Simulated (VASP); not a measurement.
# W (Im-3m) in VASP: further runs

Runs on W. Level: r2SCAN. Tasks: single point.

Program: VASP 6.6.1. These are calculated values, not measurements. Logs are shortened: lines on timing, memory, paths and dates and some standing lists are left out, and cuts for length are marked.

## (1) The cell of the first run

Symmetry: Im-3m, No. 229, cubic system. Conventional cell: a = 3.036 Å, b = 3.036 Å, c = 3.036 Å, α = 90.00°, β = 90.00°, γ = 90.00°. W (site symmetry m-3m) has 14 W at 2.63 to 3.04 Å within 3.5 Å.

## (2) Single point, r2SCAN (volume scaled by 0.88)

File POSCAR:

```
W
1.0
   -1.5181331060      1.5181331060      1.5181331060
    1.5181331060     -1.5181331060      1.5181331060
    1.5181331060      1.5181331060     -1.5181331060
W
1
Direct
    0.0000000000      0.0000000000      0.0000000000
```

File INCAR.step1:

```
SYSTEM = W
ALGO = Normal
EDIFF = 1E-4
ENCUT = 520
GGA = PE
ISMEAR = 0
LASPH = .True.
LCHARG = .False.
LREAL = .False.
LWAVE = .True.
NBANDS = 13
NELM = 100
PREC = Accurate
SIGMA = 0.1
```

File INCAR.step2:

```
SYSTEM = W
ALGO = Normal
EDIFF = 1E-6
ENCUT = 520
ISIF = 2
ISMEAR = 0
ISTART = 1
LASPH = .True.
LCHARG = .False.
LMIXTAU = .True.
LREAL = .False.
LWAVE = .False.
METAGGA = R2SCAN
NBANDS = 13
NELM = 100
PREC = Accurate
SIGMA = 0.1
```

File KPOINTS:

```
k-points
0
Gamma
  18 18 18
  0 0 0
```

Potentials or basis: VASP PAW PBE potentials, release 64 (W_sv).

Launch:

```bash
> cat potpaw_PBE.64/W_sv/POTCAR > POTCAR
> cp INCAR.step1 INCAR
> mpirun -np 1 vasp_std > vasp.out
> cp INCAR.step2 INCAR
> mpirun -np 1 vasp_std > vasp.out
```

OUTCAR:

```text
SYSTEM = W
   EDIFF = 1E-6
   ENCUT = 520
   ISIF = 2
   ISMEAR = 0
   ISTART = 1
   LASPH = .True.
   LREAL = .False.
   METAGGA = R2SCAN
   NELM = 100
   PREC = Accurate

 ion  position               nearest neighbor table
   1  0.000  0.000  0.000-

  LATTYP: Found a body centered cubic cell.
 ALAT       =     3.0362662120

  Lattice vectors:

 A1 = (  -1.5181331060,   1.5181331060,   1.5181331060)
 A2 = (   1.5181331060,  -1.5181331060,   1.5181331060)
 A3 = (   1.5181331060,   1.5181331060,  -1.5181331060)

Analysis of symmetry for initial positions (statically):
=====================================================================
 Subroutine PRICEL returns:
 Original cell was already a primitive cell.

 Routine SETGRP: Setting up the symmetry group for a
 body centered cubic supercell.

 Subroutine GETGRP returns: Found 48 space group operations
[... 9 lines left out ...]

 Routine SETGRP: Setting up the symmetry group for a
 body centered cubic supercell.

 Subroutine GETGRP returns: Found 48 space group operations
[... 11 lines left out ...]
                                     Primitive cell

  volume of cell :      13.9955

  direct lattice vectors                    reciprocal lattice vectors
    -1.518133106  1.518133106  1.518133106     0.000000000  0.329351885  0.329351885
     1.518133106 -1.518133106  1.518133106     0.329351885  0.000000000  0.329351885
     1.518133106  1.518133106 -1.518133106     0.329351885  0.329351885  0.000000000

  length of vectors
     2.629483672  2.629483672  2.629483672     0.465773902  0.465773902  0.465773902

  position of ions in fractional coordinates (direct lattice)
     0.000000000  0.000000000  0.000000000

  ion indices of the primitive-cell ions
   primitive index   ion index
                 1           1

----------------------------------------------------------------------------------------

 KPOINTS: k-points

Automatic generation of k-mesh.
 Grid dimensions read from file:
 generate k-points for:   18   18   18

 Generating k-lattice:

  Cartesian coordinates                     Fractional coordinates (reciprocal lattice)
     0.000000000  0.018297327  0.018297327     0.055555556  0.000000000  0.000000000
     0.018297327  0.000000000  0.018297327     0.000000000  0.055555556  0.000000000
     0.018297327  0.018297327  0.000000000     0.000000000  0.000000000  0.055555556

  Length of vectors
     0.025876328  0.025876328  0.025876328

  Shift w.r.t. Gamma in fractional coordinates (k-lattice)
     0.000000000  0.000000000  0.000000000

 Subroutine IBZKPT returns following result:
 ===========================================

 Found    195 irreducible k-points:

 Following reciprocal coordinates:
            Coordinates               Weight
  0.000000  0.000000  0.000000      1.000000
  0.055556  0.000000  0.000000     12.000000
  0.111111  0.000000  0.000000     12.000000
  0.166667  0.000000  0.000000     12.000000
  0.222222  0.000000  0.000000     12.000000
  0.277778  0.000000  0.000000     12.000000
[... 16 lines left out ...]
  0.333333  0.111111 -0.000000     48.000000
  0.388889  0.111111  0.000000     48.000000
 [... further k-points ...]
   k-points           NKPTS =    195   k-points in BZ     NKDIM =    195   number of bands    NBANDS=     13
   number of dos      NEDOS =    301   number of ions     NIONS =      1
   total plane-waves  NPLWV =   8000
   dimension x,y,z NGX =    20 NGY =   20 NGZ =   20
   dimension x,y,z NGXF=    40 NGYF=   40 NGZF=   40
   ions per type =               1
   NGX,Y,Z   is equivalent  to a cutoff of  12.64, 12.64, 12.64 a.u.
   NGXF,Y,Z  is equivalent  to a cutoff of  25.29, 25.29, 25.29 a.u.
 SYSTEM =  W
   PREC   = accura    normal or accurate (medium, high low for compatibility)
   ISTART =      1    job   : 0-new  1-cont  2-samecut
   ICHARG =      0    charge: 1-file 2-atom 10-const
   ISPIN  =      1    spin polarized calculation?
   LNONCOLLINEAR =      F non collinear calculations
   LSORBIT =      F    spin-orbit coupling
   LASPH  =      T    aspherical Exc in radial PAW
   ENCUT  =  520.0 eV  38.22 Ry    6.18 a.u.   4.89  4.89  4.89*2*pi/ulx,y,z
   NELM   =    100;   NELMIN=  2; NELMDL=  0     # of ELM steps
   EDIFF  = 0.1E-05   stopping-criterion for ELM
   LREAL  =      F    real-space projection
   EDIFFG = 0.1E-04   stopping-criterion for IOM
   NSW    =      0    number of steps for IOM
   IBRION =     -1    ionic relax: 0-MD 1-quasi-New 2-CG
   NFREE  =      0    steps in history (QN), initial steepest desc. (CG)
   ISIF   =      2    stress and relaxation
   ISYM   =      2    0-nonsym 1-usesym 2-fastsym
   POTIM  = 0.5000    time-step for ionic-motion
   TEBEG  =    0.0;   TEEND  =   0.0 temperature during run
   PSTRESS=    0.0 pullay stress
   NELECT =      14.0000    total number of electrons
   NUPDOWN=      -1.0000    fix difference up-down
   EMIN   =  10.00;   EMAX   =-10.00  energy-range for DOS
   EFERMI =   0.00;   METHOD = LEGACY
   ISMEAR =     0;   SIGMA  =   0.10  broadening in eV -4-tet -1-fermi 0-gaus
   EFERMI_NEDOS =   21; number of points for ismear=-14 and -15
   IALGO  =     38    algorithm
   IMIX   =      4    mixing-type and parameters
     AMIX     =   0.40;   BMIX     =  1.00
     AMIX_MAG =   1.60;   BMIX_MAG =  1.00
  volume/ion in A,a.u.               =      14.00        94.45
  Fermi-wavevector in a.u.,A,eV,Ry     =   1.637273  3.093997 36.472615  2.680662
  Thomas-Fermi vector in A             =   2.728440
   LORBIT       =      0    0 simple, 1 ext, 2 COOP (PROOUT), +10 PAW based schemes
   METAGGA = R2SCAN    functional components
   LHFCALC =     F    Hartree Fock is set to
   AEXX    =    0.0000 exact exchange contribution
   IVDW    =     0    specifies the selected vdW correction
   LEPSILON=     F    determine dielectric tensor
   LRPA    =     F    only Hartree local field effects (RPA)
 non-spin polarized calculation
 Gauss-broadening in eV      SIGMA  =   0.10
  energy-cutoff  :      520.00
  volume of cell :       14.00
 maximum number of plane-waves:       394
   NGX =  9   NGY =  9   NGZ =  9

 number of electron      14.0000002 magnetization

 Free energy of the ion-electron system (eV)
  ---------------------------------------------------
  ext. energy  EPLUGINS =         0.00000000
  ---------------------------------------------------
  free energy    TOTEN  =       -51.04095856 eV

  energy without entropy =      -51.03760254  energy(sigma->0) =      -51.03928055

 E-fermi :  13.1706     XC(G=0): -15.7855

 val. band max:       13.1454689435   @ k =  -0.2778   0.3333   0.2222
 cond. band min:      13.1880521634   @ k =  -0.3889   0.3889   0.2778
 fundamental gap:      0.0425832199
 Fermi energy:        13.1705984579

 k-point     1 :       0.0000    0.0000    0.0000
  band No.  band energies     occupation
      1     -62.8054      2.00000
      2     -25.4136      2.00000
      3     -25.4136      2.00000
      4     -25.4136      2.00000
      5       2.3803      2.00000
      6      11.6597      2.00000
      7      11.6597      2.00000
      8      11.6597      2.00000
      9      16.0195      0.00000
     10      16.0195      0.00000
     11      28.6969      0.00000
     12      28.6969      0.00000
     13      28.6969      0.00000

 k-point     2 :       0.0556    0.0000    0.0000
  band No.  band energies     occupation
      1     -62.7978      2.00000
      2     -25.4822      2.00000
      3     -25.4340      2.00000
      4     -25.4141      2.00000
      5       2.5638      2.00000
      6      11.5424      2.00000
      7      11.6320      2.00000
      8      11.8370      2.00000
      9      15.8177      0.00000
     10      16.0160      0.00000
     11      28.8629      0.00000
     12      29.0041      0.00000
     13      29.1867      0.00000

 k-point     3 :       0.1111    0.0000    0.0000
  band No.  band energies     occupation
      1     -62.7756      2.00000
      2     -25.6769      2.00000
      3     -25.4924      2.00000
      4     -25.4158      2.00000
      5       3.0887      2.00000
      6      11.2201      2.00000
      7      11.5165      2.00000
      8      12.3628      2.00000
      9      15.3975      0.00000
     10      16.0172      0.00000
     11      29.2922      0.00000
     12      29.8947      0.00000
     13      30.4435      0.00000

 k-point     4 :       0.1667    0.0000    0.0000
  band No.  band energies     occupation
      1     -62.7416      2.00000
      2     -25.9670      2.00000
      3     -25.5809      2.00000
      4     -25.4184      2.00000
      5       3.8728      2.00000
      6      10.7650      2.00000
      7      11.2709      2.00000
      8      13.2183      0.49950
      9      15.1049      0.00000
     10      16.0513      0.00000
     11      29.7336      0.00000
     12      31.2918      0.00000
     13      31.8947      0.00000

 k-point     5 :       0.2222    0.0000    0.0000
  band No.  band energies     occupation
      1     -62.6995      2.00000
      2     -26.3105      2.00000
      3     -25.6876      2.00000
      4     -25.4216      2.00000
      5       4.7574      2.00000
      6      10.2579      2.00000
      7      11.0060      2.00000
      8      14.3713      0.00000
      9      15.1154      0.00000
     10      16.1479      0.00000
     11      29.6997      0.00000
     12      32.5222      0.00000
     13      33.1047      0.00000

 k-point     6 :       0.2778    0.0000    0.0000
  band No.  band energies     occupation
      1     -62.6546      2.00000
      2     -26.6626      2.00000
      3     -25.7992      2.00000
      4     -25.4251      2.00000
      5       5.4866      2.00000
      6       9.7675      2.00000
      7      11.0377      2.00000
      8      15.3695      0.00000
      9      15.7708      0.00000
     10      16.3236      0.00000
     11      28.9096      0.00000
     12      31.6616      0.00000
     13      35.2468      0.00000

 k-point     7 :       0.3333    0.0000    0.0000
  band No.  band energies     occupation
      1     -62.6122      2.00000
      2     -26.9820      2.00000
      3     -25.9022      2.00000
      4     -25.4285      2.00000
      5       5.8312      2.00000
      6       9.3437      2.00000
      7      11.6339      2.00000
      8      15.7170      0.00000
      9      16.5715      0.00000
     10      17.3342      0.00000
     11      27.7385      0.00000
     12      30.1144      0.00000
     13      37.6334      0.00000
[... 193 lines left out ...]
 k-point    20 :       0.1667    0.1111    0.0000
  band No.  band energies     occupation
      1     -62.6831      2.00000
      2     -26.4071      2.00000
      3     -25.6942      2.00000
      4     -25.4969      2.00000
      5       5.2010      2.00000
      6      10.2658      2.00000
      7      10.5207      2.00000
      8      14.6649      0.00000
      9      15.1064      0.00000
     10      16.5818      0.00000
     11      30.4448      0.00000
     12      31.5970      0.00000
     13      33.3451      0.00000

 k-point    21 :       0.2222    0.1111    0.0000
  band No.  band energies     occupation
      1     -62.6408      2.00000
      2     -26.7063      2.00000
      3     -25.8242      2.00000
      4     -25.5074      2.00000
      5       5.9645      2.00000
      6       9.7945      2.00000
      7      10.4896      2.00000
      8      14.8616      0.00000
      9      16.5522      0.00000
     10      16.8214      0.00000
     11      29.3487      0.00000
     12      31.5557      0.00000
     13      34.3046      0.00000

 k-point    22 :       0.2778    0.1111   -0.0000
  band No.  band energies     occupation
      1     -62.6009      2.00000
      2     -26.9769      2.00000
      3     -25.9493      2.00000
      4     -25.5147      2.00000
      5       6.3469      2.00000
      6       9.4098      2.00000
      7      10.9602      2.00000
      8      15.2394      0.00000
      9      16.9824      0.00000
     10      18.1818      0.00000
     11      28.1114      0.00000
     12      30.3116      0.00000
     13      35.5931      0.00000

 k-point    23 :       0.3333    0.1111   -0.0000
  band No.  band energies     occupation
      1     -62.5682      2.00000
      2     -27.1913      2.00000
      3     -26.0516      2.00000
      4     -25.5199      2.00000
      5       6.3701      2.00000
      6       9.1286      2.00000
      7      11.8485      2.00000
      8      15.6217      0.00000
      9      17.1748      0.00000
     10      19.7624      0.00000
     11      27.1207      0.00000
     12      28.6430      0.00000
     13      34.0254      0.00000

 k-point    24 :       0.3889    0.1111    0.0000
  band No.  band energies     occupation
      1     -62.5468      2.00000
      2     -27.3285      2.00000
      3     -26.1181      2.00000
      4     -25.5231      2.00000
      5       6.2788      2.00000
      6       8.9565      2.00000
      7      12.7322      2.00000
      8      15.7597      0.00000
      9      17.4611      0.00000
     10      21.0375      0.00000
     11      26.4286      0.00000
     12      27.3024      0.00000
     13      32.8611      0.00000

 [... further k-points ...]
[... 5 lines left out ...]
  --------------------------------------------------------------------------------------
  -------------------------------------------------------------------------------------
  Total        4.8562887      4.8562887      4.8562887      0.0000000      0.0000000     -0.0000000
  in kB      555.9369421    555.9369421    555.9369421      0.0000000      0.0000000     -0.0000000
  external PRESSURE =     555.9369421 kB  Pullay stress =       0.0000000 kB

 VOLUME and BASIS-vectors are now :
 -----------------------------------------------------------------------------
  energy-cutoff  :      520.00
  volume of cell :       14.00
      direct lattice vectors                 reciprocal lattice vectors
    -1.518133106  1.518133106  1.518133106     0.000000000  0.329351885  0.329351885
     1.518133106 -1.518133106  1.518133106     0.329351885  0.000000000  0.329351885
     1.518133106  1.518133106 -1.518133106     0.329351885  0.329351885  0.000000000

 POSITION                                       TOTAL-FORCE (eV/Angst)
 -----------------------------------------------------------------------------------
      0.00000      0.00000      0.00000         0.000000     -0.000000      0.000000
 -----------------------------------------------------------------------------------
    total drift:                                0.000000     -0.000000      0.000000

  FREE ENERGIE OF THE ION-ELECTRON SYSTEM (eV)
  ---------------------------------------------------
  free  energy   TOTEN  =       -51.0409585564 eV

  energy  without entropy=      -51.0376025400  energy(sigma->0) =      -51.03928055
```

Run time: 48 s. Hardware: 1 thread of Intel Xeon 6975P-C (Granite Rapids), shared host; peak memory 0.15 GiB.

What came out:

| Property | Result |
| --- | --- |
| Free energy | -51.0410 eV |
| Pressure | 55.6 GPa |
| Band gap on the k mesh | zero (band 7 reaches 19.50 eV, above the bottom of band 8 at 11.66 eV) |

Caveat: the PAW data sets were made with another functional, which shifts forces and pressure a little; spin-orbit coupling is left out, which moves the levels of the heavy elements.

[end of part 1 of 2]
